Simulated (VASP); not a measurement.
Here is a VASP 6.6.1 calculation.

File INCAR:

```
  PREC = Accurate
  ENCUT = 520
  EDIFF = 1E-6
  ISMEAR = 0
  SIGMA = 0.02
  LREAL = F
  LASPH = T
  NELM = 100
  ALGO = Normal
  ISIF = 2
  LWAVE = F
  LCHARG = T
  GGA = PS
  LELF = T
  LVHAR = T
  NBANDS = 26
```

The input KPOINTS:

```
Automatic mesh
0
Gamma
  6 4 6
```

POSCAR

```
CdTe
1.0
    4.5885210561      0.0000000000      0.0000000000
    0.0000000000      6.4891487088      0.0000000000
    0.0000000000      0.0000000000      4.5885210561
Cd Te
2 2
Direct
    0.0000000000      0.0000000000      0.0000000000
    0.5000000000      0.5000000000      0.5000000000
    0.0000000000      0.2500000000      0.5000000000
    0.5000000000      0.7500000000      0.0000000000
```

Potentials or basis: VASP PAW PBE potentials, release 64 (Cd, Te).

Command:

```console
$ cat potpaw_PBE.64/Cd/POTCAR potpaw_PBE.64/Te/POTCAR > POTCAR
$ mpirun -np 1 vasp_std > vasp.out
```

Estimate the band gap on the k mesh.

0.65 eV.

Estimate the pressure.

0.1 GPa.

Caveat: the PAW data sets were made with another functional, which shifts forces and pressure a little; spin-orbit coupling is left out, which moves the levels of the heavy elements.
